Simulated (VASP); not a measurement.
# CdS: single point with PBE

Crystal: CdS.

```
CELL_PARAMETERS angstrom
4.13480 0.00000 0.00000
-2.06740 3.58084 0.00000
0.00000 0.00000 6.61402
ATOMIC_POSITIONS crystal
Cd 0.33333 0.66667 0.00000
Cd 0.66667 0.33333 0.50000
S 0.33333 0.66667 0.38500
S 0.66667 0.33333 0.88500
```

This cell differs from its parent crystal: zz strain of -2 %.

```
Program                : VASP 6.6.1
Task                   : single point
Functional             : PBE
Potentials or basis    : VASP PAW PBE potentials, release 64 (Cd, S)
Cutoff                 : 520 eV
k mesh                 : 7 × 7 × 4
Occupations            : fermi-dirac, width 0.01 eV
Spin                   : no spin polarisation
Dipole correction      : no
Further INCAR settings : ALGO = Normal; EDIFF = 1e-06; NBANDS = 26
```

```yaml
Pressure: 4.1 GPa
Largest_force: 0.134 eV/Å
Band_gap_on_the_k_mesh: 1.29 eV, direct
```

Forces in eV/Å, atoms in the order of the input:
```
Cd   0.000  0.000  0.134
Cd   0.000  0.000  0.134
S    0.000  0.000 -0.134
S    0.000  0.000 -0.134
```

Stress tensor (GPa, compression positive):
```
4.29 0.00 0.00
0.00 4.29 0.00
0.00 0.00 3.86
```

Levels at points of the mesh, in eV from the valence-band top:
| k point | band 14 | band 15 | band 16 | band 17 | band 18 | band 19 | band 20 | band 21 | band 22 | band 23 |
| --- | --- | --- | --- | --- | --- | --- | --- | --- | --- | --- |
| (0.00, 0.00, 0.00) | -0.78 | -0.78 | -0.01 | -0.01 | 0.00 | 1.29 | 2.67 | 6.42 | 6.42 | 6.98 |
| (0.00, 0.00, 0.50) | -2.40 | -0.40 | -0.40 | -0.40 | -0.40 | 2.86 | 2.86 | 6.24 | 6.24 | 6.75 |

It used 140 s of CPU time on 1 thread of AMD EPYC 7R13 Processor (Zen 3), on a shared host.

Caveat: the cell differs from its parent crystal (zz strain of -2 %).
